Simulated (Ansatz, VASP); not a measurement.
BP in VASP and in Ansatz

```
CELL_PARAMETERS angstrom
0.00000 2.23424 2.30229
2.23424 0.00000 2.30229
2.23424 2.23424 0.00000
ATOMIC_POSITIONS crystal
B 0.00000 0.00000 0.00000
P 0.75000 0.75000 0.75000
```

Change from the starting cell: strain -0.015 along x and y, +0.015 along z, atoms carried along.

Alike in both runs: task single point; functional r2SCAN; k mesh 10 × 10 × 10; occupations gaussian, width 0.05 eV; no spin polarisation.

```csv
,VASP,Ansatz
version,VASP 6.6.1,Ansatz 0.2.0
potentials or method,"VASP PAW PBE potentials, release 64 (B, P), cutoff 520 eV","scalar-relativistic, plane waves, PAW"
valence electrons in the cell,8,8
```

|  | VASP | Ansatz | Ansatz less VASP |
| --- | --- | --- | --- |
| gap on the k mesh at the Fermi level (eV) | 1.18 | 1.15 | -0.029 |
| least direct gap on the mesh (eV) | 3.50 | 3.46 | -0.040 |
| pressure (GPa) | 2.1 | 2.7 | +0.52 |
| traceless stress, the component that is largest in VASP (GPa) | -6.10 | -6.07 | +0.027 |

VASP's potentials were made for PBE, not for r2SCAN. With one functional, cell and mesh, what is left measures potentials, basis and numerics.
